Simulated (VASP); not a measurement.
# Bi (Fm-3m) in VASP: notebook

Bi is run at these levels: LDA; tasks: single point, relaxation of cell and atoms.

Everything below comes from runs of VASP 6.6.1. Logs are shortened: lines on timing, memory, paths and dates and some standing lists are left out, and cuts for length are marked.

### 1 The cell of the first run

It takes space group Fm-3m (No. 225, cubic). The conventional cell has a = 4.775 Å, b = 4.775 Å, c = 4.775 Å, α = 90.00°, β = 90.00°, γ = 90.00°. Within 4.4 Å of Bi (site symmetry m-3m) lie 12 Bi at 3.38 Å.

This isn't the form of Bi at room conditions, which is rhombohedral.

### 2 Single point, LDA (27.22 Å³/atom)

INCAR reads:

```
SYSTEM = Bi
ALGO = Normal ; EDIFF = 1E-6
ENCUT = 500 ; GGA = CA
GGA_COMPAT = .FALSE. ; ISIF = 2
ISMEAR = -1 ; LASPH = .TRUE.
LCHARG = .TRUE. ; LELF = .TRUE.
LREAL = .FALSE. ; LVHAR = .TRUE.
LWAVE = .FALSE. ; NBANDS = 14
NELM = 120 ; PREC = Accurate
SIGMA = 0.1
```

KPOINTS reads:

```
k-points
0
G
  14 14 14
  0 0 0
```

POSCAR reads:

```
Bi
1.0
    0.0000000000      2.3874681399      2.3874681399
    2.3874681399      0.0000000000      2.3874681399
    2.3874681399      2.3874681399      0.0000000000
Bi
1
Direct
    0.0000000000      0.0000000000      0.0000000000
```

Potentials or basis: VASP PAW LDA potentials, release 64 (Bi_d).

Command:

```sh
cat potpaw_LDA.64/Bi_d/POTCAR > POTCAR
mpirun -np 1 vasp_std > vasp.out
```

OUTCAR:

```text
SYSTEM = Bi
   EDIFF = 1E-6
   ENCUT = 500
   GGA = CA
   ISIF = 2
   ISMEAR = -1
   LASPH = .TRUE.
   LREAL = .FALSE.
   NELM = 120
   PREC = Accurate

 ion  position               nearest neighbor table
   1  0.000  0.000  0.000-

  LATTYP: Found a face centered cubic cell.
 ALAT       =     4.7749362798

  Lattice vectors:

 A1 = (   0.0000000000,   2.3874681399,   2.3874681399)
 A2 = (   2.3874681399,   0.0000000000,   2.3874681399)
 A3 = (   2.3874681399,   2.3874681399,   0.0000000000)

Analysis of symmetry for initial positions (statically):
=====================================================================
 Subroutine PRICEL returns:
 Original cell was already a primitive cell.

 Routine SETGRP: Setting up the symmetry group for a
 face centered cubic supercell.

 Subroutine GETGRP returns: Found 48 space group operations
 (whereof 48 operations were pure point group operations)
 out of a pool of 48 trial point group operations.

The static configuration has the point symmetry O_h .

Analysis of symmetry for dynamics (positions and initial velocities):
=====================================================================
 Subroutine PRICEL returns:
 Original cell was already a primitive cell.

 Routine SETGRP: Setting up the symmetry group for a
 face centered cubic supercell.

 Subroutine GETGRP returns: Found 48 space group operations
 (whereof 48 operations were pure point group operations)
 out of a pool of 48 trial point group operations.

The dynamic configuration has the point symmetry O_h .

 Subroutine INISYM returns: Found 48 space group operations
 (whereof 48 operations are pure point group operations),
 and found     1 'primitive' translations

----------------------------------------------------------------------------------------

                                     Primitive cell

  volume of cell :      27.2172

  direct lattice vectors                    reciprocal lattice vectors
     0.000000000  2.387468140  2.387468140    -0.209426878  0.209426878  0.209426878
     2.387468140  0.000000000  2.387468140     0.209426878 -0.209426878  0.209426878
     2.387468140  2.387468140  0.000000000     0.209426878  0.209426878 -0.209426878

  length of vectors
     3.376389823  3.376389823  3.376389823     0.362737994  0.362737994  0.362737994

  position of ions in fractional coordinates (direct lattice)
     0.000000000  0.000000000  0.000000000

  ion indices of the primitive-cell ions
   primitive index   ion index
                 1           1

----------------------------------------------------------------------------------------

 KPOINTS: k-points

Automatic generation of k-mesh.
 Grid dimensions read from file:
 generate k-points for:   14   14   14

 Generating k-lattice:

  Cartesian coordinates                     Fractional coordinates (reciprocal lattice)
    -0.014959063  0.014959063  0.014959063     0.071428571  0.000000000  0.000000000
     0.014959063 -0.014959063  0.014959063     0.000000000  0.071428571  0.000000000
     0.014959063  0.014959063 -0.014959063     0.000000000  0.000000000  0.071428571

  Length of vectors
     0.025909857  0.025909857  0.025909857

  Shift w.r.t. Gamma in fractional coordinates (k-lattice)
     0.000000000  0.000000000  0.000000000

 Subroutine IBZKPT returns following result:
 ===========================================

 Found    104 irreducible k-points:

 Following reciprocal coordinates:
            Coordinates               Weight
  0.000000  0.000000  0.000000      1.000000
  0.071429  0.000000  0.000000      8.000000
  0.142857  0.000000  0.000000      8.000000
  0.214286  0.000000  0.000000      8.000000
  0.285714  0.000000  0.000000      8.000000
  0.357143  0.000000  0.000000      8.000000
[... 16 lines left out ...]
  0.214286  0.142857  0.000000     24.000000
  0.285714  0.142857  0.000000     24.000000
 [... further k-points ...]
   k-points           NKPTS =    104   k-points in BZ     NKDIM =    104   number of bands    NBANDS=     14
   number of dos      NEDOS =    301   number of ions     NIONS =      1
   total plane-waves  NPLWV =  21952
   dimension x,y,z NGX =    28 NGY =   28 NGZ =   28
   dimension x,y,z NGXF=    56 NGYF=   56 NGZF=   56
   ions per type =               1
   NGX,Y,Z   is equivalent  to a cutoff of  13.79, 13.79, 13.79 a.u.
   NGXF,Y,Z  is equivalent  to a cutoff of  27.57, 27.57, 27.57 a.u.
 SYSTEM =  Bi
   PREC   = accura    normal or accurate (medium, high low for compatibility)
   ISTART =      0    job   : 0-new  1-cont  2-samecut
   ICHARG =      2    charge: 1-file 2-atom 10-const
   ISPIN  =      1    spin polarized calculation?
   LNONCOLLINEAR =      F non collinear calculations
   LSORBIT =      F    spin-orbit coupling
   LASPH  =      T    aspherical Exc in radial PAW
   ENCUT  =  500.0 eV  36.75 Ry    6.06 a.u.   6.16  6.16  6.16*2*pi/ulx,y,z
   NELM   =    120;   NELMIN=  2; NELMDL= -5     # of ELM steps
   EDIFF  = 0.1E-05   stopping-criterion for ELM
   LREAL  =      F    real-space projection
   EDIFFG = 0.1E-04   stopping-criterion for IOM
   NSW    =      0    number of steps for IOM
   IBRION =     -1    ionic relax: 0-MD 1-quasi-New 2-CG
   NFREE  =      0    steps in history (QN), initial steepest desc. (CG)
   ISIF   =      2    stress and relaxation
   ISYM   =      2    0-nonsym 1-usesym 2-fastsym
   POTIM  = 0.5000    time-step for ionic-motion
   TEBEG  =    0.0;   TEEND  =   0.0 temperature during run
   PSTRESS=    0.0 pullay stress
   NELECT =      15.0000    total number of electrons
   NUPDOWN=      -1.0000    fix difference up-down
   EMIN   =  10.00;   EMAX   =-10.00  energy-range for DOS
   EFERMI =   0.00;   METHOD = LEGACY
   ISMEAR =    -1;   SIGMA  =   0.10  broadening in eV -4-tet -1-fermi 0-gaus
   EFERMI_NEDOS =   21; number of points for ismear=-14 and -15
   IALGO  =     38    algorithm
   IMIX   =      4    mixing-type and parameters
     AMIX     =   0.40;   BMIX     =  1.00
     AMIX_MAG =   1.60;   BMIX_MAG =  1.00
  volume/ion in A,a.u.               =      27.22       183.67
  Fermi-wavevector in a.u.,A,eV,Ry     =   1.342222  2.536432 24.511708  1.801560
  Thomas-Fermi vector in A             =   2.470393
   LORBIT       =      0    0 simple, 1 ext, 2 COOP (PROOUT), +10 PAW based schemes
   GGA     = CA    functional components
   LHFCALC =     F    Hartree Fock is set to
   AEXX    =    0.0000 exact exchange contribution
   IVDW    =     0    specifies the selected vdW correction
   LEPSILON=     F    determine dielectric tensor
   LRPA    =     F    only Hartree local field effects (RPA)
 non-spin polarized calculation
  energy-cutoff  :      500.00
  volume of cell :       27.22
 maximum number of plane-waves:       701
 NGX is ok and might be reduce to    28
   NGX = 13   NGY = 13   NGZ = 13

 number of electron      15.0000002 magnetization

 Free energy of the ion-electron system (eV)
  ---------------------------------------------------
  ext. energy  EPLUGINS =         0.00000000
  ---------------------------------------------------
  free energy    TOTEN  =        -4.36813285 eV

  energy without entropy =       -4.34032493  energy(sigma->0) =       -4.35422889

 E-fermi :   9.5932     XC(G=0): -11.1839

 val. band max:        9.5916241191   @ k =   0.2143   0.0000   0.0000
 cond. band min:       9.6161075136   @ k =   0.2857   0.1429   0.0714
 fundamental gap:      0.0244833945
 Fermi energy:         9.5931613757

 k-point     1 :       0.0000    0.0000    0.0000
  band No.  band energies     occupation
      1     -13.6094      2.00000
      2     -13.6094      2.00000
      3     -13.6094      2.00000
      4     -13.4942      2.00000
      5     -13.4942      2.00000
      6      -5.0897      2.00000
      7      15.3734      0.00000
      8      15.3734      0.00000
      9      15.3734      0.00000
     10      18.5478      0.00000
     11      20.1548      0.00000
     12      21.1443      0.00000
     13      21.1443      0.00000
     14      21.1443      0.00000

 k-point     2 :       0.0714    0.0000    0.0000
  band No.  band energies     occupation
      1     -13.6088      2.00000
      2     -13.6032      2.00000
      3     -13.6032      2.00000
      4     -13.4943      2.00000
      5     -13.4943      2.00000
      6      -4.9866      2.00000
      7      14.1804      0.00000
      8      15.2455      0.00000
      9      15.2455      0.00000
     10      18.2586      0.00000
     11      20.6861      0.00000
     12      21.3660      0.00000
     13      21.3660      0.00000
     14      22.4260      0.00000

 k-point     3 :       0.1429    0.0000    0.0000
  band No.  band energies     occupation
      1     -13.6075      2.00000
      2     -13.5890      2.00000
      3     -13.5890      2.00000
      4     -13.4915      2.00000
      5     -13.4915      2.00000
      6      -4.6783      2.00000
      7      11.9323      0.00000
      8      14.9184      0.00000
      9      14.9184      0.00000
     10      17.9122      0.00000
     11      21.6023      0.00000
     12      21.8586      0.00000
     13      21.8586      0.00000
     14      21.9673      0.00000

 k-point     4 :       0.2143    0.0000    0.0000
  band No.  band energies     occupation
      1     -13.6065      2.00000
      2     -13.5793      2.00000
      3     -13.5793      2.00000
      4     -13.4765      2.00000
      5     -13.4765      2.00000
      6      -4.1703      2.00000
      7       9.5916      1.00769
      8      14.5024      0.00000
      9      14.5024      0.00000
     10      17.6675      0.00000
     11      20.8366      0.00000
     12      21.4240      0.00000
     13      21.4240      0.00000
     14      22.8860      0.00000

 k-point     5 :       0.2857    0.0000    0.0000
  band No.  band energies     occupation
      1     -13.6067      2.00000
      2     -13.5810      2.00000
      3     -13.5810      2.00000
      4     -13.4469      2.00000
      5     -13.4469      2.00000
      6      -3.4805      2.00000
      7       7.4008      2.00000
      8      14.0923      0.00000
      9      14.0923      0.00000
     10      17.5478      0.00000
     11      19.8778      0.00000
[... 276 lines left out ...]
 k-point    22 :       0.1429    0.1429    0.0000
  band No.  band energies     occupation
      1     -13.6330      2.00000
      2     -13.5628      2.00000
      3     -13.5628      2.00000
      4     -13.5193      2.00000
      5     -13.4746      2.00000
      6      -4.5410      2.00000
      7      12.8447      0.00000
      8      13.6401      0.00000
      9      13.6401      0.00000
     10      17.1720      0.00000
     11      19.2909      0.00000
     12      23.4534      0.00000
     13      23.5265      0.00000
     14      23.5320      0.00000

 k-point    23 :       0.2143    0.1429    0.0000
  band No.  band energies     occupation
      1     -13.6394      2.00000
      2     -13.5486      2.00000
      3     -13.5434      2.00000
      4     -13.5220      2.00000
      5     -13.4611      2.00000
      6      -4.1674      2.00000
      7      11.0750      0.00000
      8      13.0653      0.00000
      9      13.3687      0.00000
     10      17.1701      0.00000
     11      18.3729      0.00000
     12      22.9380      0.00000
     13      23.9647      0.00000
     14      24.0276      0.00000

 k-point    24 :       0.2857    0.1429    0.0000
  band No.  band energies     occupation
      1     -13.6375      2.00000
      2     -13.5574      2.00000
      3     -13.5367      2.00000
      4     -13.4991      2.00000
      5     -13.4354      2.00000
      6      -3.6013      2.00000
      7       8.9595      1.99647
      8      12.6305      0.00000
      9      12.8649      0.00000
     10      17.0547      0.00000
     11      18.6682      0.00000
     12      22.4498      0.00000
     13      23.3114      0.00000
     14      23.3545      0.00000

 [... further k-points ...]
[... 5 lines left out ...]
  --------------------------------------------------------------------------------------
  -------------------------------------------------------------------------------------
  Total        1.0712320      1.0712320      1.0712320      0.0000000      0.0000000     -0.0000000
  in kB       63.0596241     63.0596241     63.0596241      0.0000000      0.0000000     -0.0000000
  external PRESSURE =      63.0596241 kB  Pullay stress =       0.0000000 kB

 VOLUME and BASIS-vectors are now :
 -----------------------------------------------------------------------------
  energy-cutoff  :      500.00
  volume of cell :       27.22
      direct lattice vectors                 reciprocal lattice vectors
     0.000000000  2.387468140  2.387468140    -0.209426878  0.209426878  0.209426878
     2.387468140  0.000000000  2.387468140     0.209426878 -0.209426878  0.209426878
     2.387468140  2.387468140  0.000000000     0.209426878  0.209426878 -0.209426878

 POSITION                                       TOTAL-FORCE (eV/Angst)
 -----------------------------------------------------------------------------------
      0.00000      0.00000      0.00000         0.000000      0.000000     -0.000000
 -----------------------------------------------------------------------------------
    total drift:                               -0.000000     -0.000000     -0.000000

  FREE ENERGIE OF THE ION-ELECTRON SYSTEM (eV)
  ---------------------------------------------------
  free  energy   TOTEN  =        -4.3681328503 eV

  energy  without entropy=       -4.3403249338  energy(sigma->0) =       -4.35422889
```

Wall time 44 s (1 thread of Intel Xeon 8259CL, shared host); peak memory 0.16 GiB.

Results:

* Free energy: -4.3681 eV
* Pressure: 6.3 GPa
* Band gap on the k mesh: zero (an odd number of electrons rules out a gap without spin polarisation)

Caveat: the cell stands under pressure; spin-orbit coupling is left out, which moves the levels of the heavy elements.

(Continued in part 2 of 2.)
